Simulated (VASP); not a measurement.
# CsSnI3 (Pm-3m) in VASP: notebook, part 2 of 2

VASP 6.6.1. Earlier steps stand in the parts before.

## (5) Relaxation of cell and atoms, PBE

INCAR

```
SYSTEM = CsSnI3
PREC = Accurate
ENCUT = 600
EDIFF = 1E-6
ISMEAR = -1
SIGMA = 0.05
LREAL = .False.
LASPH = .True.
NELM = 100
ALGO = Normal
ISIF = 3
LWAVE = .False.
LCHARG = .False.
GGA = PE
IBRION = 2
NSW = 60
EDIFFG = -0.01
```

KPOINTS

```
regular mesh
0
Gamma
  5 5 5
  0 0 0
```

POSCAR

```
CsSnI3
1.0
    6.2057000000      0.0000000000      0.0000000000
    0.0000000000      6.2057000000      0.0000000000
    0.0000000000      0.0000000000      6.2057000000
Cs I Sn
1 3 1
Direct
    0.0000000000      0.0000000000      0.0000000000
    0.5000000000      0.5000000000      0.0000000000
    0.5000000000      0.0000000000      0.5000000000
    0.0000000000      0.5000000000      0.5000000000
    0.5000000000      0.5000000000      0.5000000000
```

Potentials or basis: VASP PAW PBE potentials, release 64 (Cs_sv, I, Sn_d).

Command:

```bash
$ cat potpaw_PBE.64/Cs_sv/POTCAR potpaw_PBE.64/I/POTCAR potpaw_PBE.64/Sn_d/POTCAR > POTCAR
$ mpirun -np 1 vasp_std > vasp.out
```

OUTCAR:

```text
SYSTEM = CsSnI3
   PREC = Accurate
   ENCUT = 600
   EDIFF = 1E-6
   ISMEAR = -1
   LREAL = .False.
   LASPH = .True.
   NELM = 100
   ISIF = 3
   GGA = PE
   IBRION = 2
   NSW = 60
   EDIFFG = -0.01

 ion  position               nearest neighbor table
   1  0.000  0.000  0.000-
   2  0.500  0.500  0.000-   5 3.10   5 3.10
   3  0.500  0.000  0.500-   5 3.10   5 3.10
   4  0.000  0.500  0.500-   5 3.10   5 3.10
   5  0.500  0.500  0.500-   2 3.10   3 3.10   4 3.10   2 3.10   3 3.10   4 3.10

  LATTYP: Found a simple cubic cell.
 ALAT       =     6.2057000000

  Lattice vectors:

 A1 = (   6.2057000000,   0.0000000000,   0.0000000000)
[... 174 lines left out ...]
  Direction    XX          YY          ZZ          XY          YZ          ZX
  --------------------------------------------------------------------------------------
  -------------------------------------------------------------------------------------
  Total        0.7818112      0.7818112      0.7818112      0.0000000     -0.0000000      0.0000000
  in kB        5.2413135      5.2413135      5.2413135      0.0000000     -0.0000000      0.0000000
  external PRESSURE =       5.2413135 kB  Pullay stress =       0.0000000 kB
[... 65 lines left out ...]
--------------------------------------- Ionic step        3  -------------------------------------------

 number of electron      44.0000009 magnetization

 Free energy of the ion-electron system (eV)
  ---------------------------------------------------
  ext. energy  EPLUGINS =         0.00000000
  ---------------------------------------------------
  free energy    TOTEN  =       -14.06204898 eV

  energy without entropy =      -14.06204897  energy(sigma->0) =      -14.06204897

 E-fermi :   2.5539     XC(G=0):  -7.3946

 val. band max:        1.6823589967   @ k =   0.4000   0.4000   0.4000
 cond. band min:       3.4601955046   @ k =   0.4000   0.4000   0.4000
 fundamental gap:      1.7778365079
 Fermi energy:         2.5538756581

 k-point     1 :       0.0000    0.0000    0.0000
  band No.  band energies     occupation
      1     -19.6896      2.00000
      2     -19.4862      2.00000
      3     -19.4862      2.00000
      4     -19.4698      2.00000
      5     -19.4698      2.00000
      6     -19.4698      2.00000
[... 311 lines left out ...]
  FREE ENERGIE OF THE ION-ELECTRON SYSTEM (eV)
  ---------------------------------------------------
  free  energy   TOTEN  =       -14.0620489755 eV

  energy  without entropy=      -14.0620489689  energy(sigma->0) =      -14.06204897

 reached required accuracy - stopping structural energy minimisation
```

OSZICAR:

```text
N       E                     dE             d eps       ncg     rms          rms(c)
DAV:   1     0.376326802015E+03    0.37633E+03   -0.19521E+04   520   0.170E+03
DAV:   2     0.359860472084E+02   -0.34034E+03   -0.33375E+03   612   0.336E+02
DAV:   3    -0.120724566328E+02   -0.48059E+02   -0.47248E+02   634   0.127E+02
[... 26 lines left out ...]
DAV:   3    -0.140622986756E+02    0.53000E-02   -0.16332E-02   658   0.997E-01    0.145E-01
DAV:   4    -0.140621517666E+02    0.14691E-03   -0.35953E-04   570   0.127E-01    0.117E-01
DAV:   5    -0.140620532682E+02    0.98498E-04   -0.20508E-04   708   0.107E-01    0.257E-02
DAV:   6    -0.140620490402E+02    0.42280E-05   -0.28369E-05   602   0.513E-02    0.497E-03
DAV:   7    -0.140620489755E+02    0.64707E-07   -0.17110E-06   376   0.810E-03
   3 F= -.14062049E+02 E0= -.14062049E+02  d E =-.123196E-01
```

It took 3.7 min on 1 thread of Oxide Virtual Turin-like, shared host; peak memory 0.38 GiB.

Results:

```
Free energy                           : -14.0620 eV
Relaxed volume                        : 49.35 Å³/atom
Relaxed cell                          : a = 6.272 Å, b = 6.272 Å, c = 6.272 Å, α = 90.00°, β = 90.00°, γ = 90.00°
Space group after relaxing (to 0.1 Å) : Pm-3m (No. 221)
Energy gained by relaxing             : 2.5 meV/atom
Ionic steps                           : 3
Pressure after relaxing               : 0.0 GPa
Band gap on the k mesh                : 1.78 eV
```

Step by step:
```
step  energy change (eV)  largest force (eV/Å)  pressure (GPa)  volume (Å³)
   1              0.0000                0.0000            0.52       238.99
   2             -0.0113                0.0000            0.15       244.44
   3             -0.0123                0.0000            0.00       246.73
```

Final structure:
```
Cs I Sn
1.0
     6.27200    0.00000    0.00000
     0.00000    6.27200    0.00000
     0.00000    0.00000    6.27200
Cs I Sn
1 3 1
Direct
  0.00000 0.00000 0.00000
  0.50000 0.50000 0.00000
  0.50000 0.00000 0.50000
  0.00000 0.50000 0.50000
  0.50000 0.50000 0.50000
```

Levels at points of the mesh, in eV from the valence-band top:
| k point | band 19 | band 20 | band 21 | band 22 | band 23 | band 24 | band 25 | band 26 |
| --- | --- | --- | --- | --- | --- | --- | --- | --- |
| (0.00, 0.00, 0.00) | -1.33 | -1.18 | -1.18 | -1.18 | 3.14 | 4.12 | 4.12 | 4.46 |

Caveat: spin-orbit coupling is left out, which moves the levels of the heavy elements; an odd mesh through Γ misses points on the zone boundary, where band edges can lie. As with any semilocal functional, this PBE gap is likely too small.

## (6) Summary

| task | level | cell | k mesh | cutoff (eV) | smearing | grid for exact exchange (PRECFOCK) | share of exact exchange | screening parameter | gap on the mesh (eV) | pressure (GPa) |
| --- | --- | --- | --- | --- | --- | --- | --- | --- | --- | --- |
| single point | r2SCAN | a = 6.206 Å, 5 atoms | 4 × 4 × 4 | 520 | gaussian 0.01 eV | - | - | - | 0.42 | 0.3 |
| single point | HSE06 | a = 6.206 Å, 5 atoms | 2 × 2 × 2 | 520 | gaussian 0.01 eV | Fast | 0.25 | 0.2079 1/Å | 0.77 | 1.7 |
| single point | PBE | a = 6.270 Å, 5 atoms | 5 × 5 × 5 | 520 | fermi-dirac 0.05 eV | - | - | - | 1.78 | 0.0 |
| relaxation of cell and atoms | PBE | relaxed from a = 6.206 Å, 5 atoms | 5 × 5 × 5 | 600 | fermi-dirac 0.05 eV | - | - | - | 1.78 | 0.0 |

Alike in all rows: potentials or basis VASP PAW PBE potentials, release 64 (Cs_sv, I, Sn_d); no spin polarisation.

Caveats: some runs use coarse meshes; spin-orbit coupling is left out, which moves the levels of the heavy elements; the PAW data sets were made with another functional, which shifts forces and pressure a little (at least some runs); an odd mesh through Γ misses points on the zone boundary, where band edges can lie (at least some runs); semilocal functionals underestimate gaps, and a narrow one can read as zero (at least some runs).

Absolute energies hang on the potentials; compare differences alone.
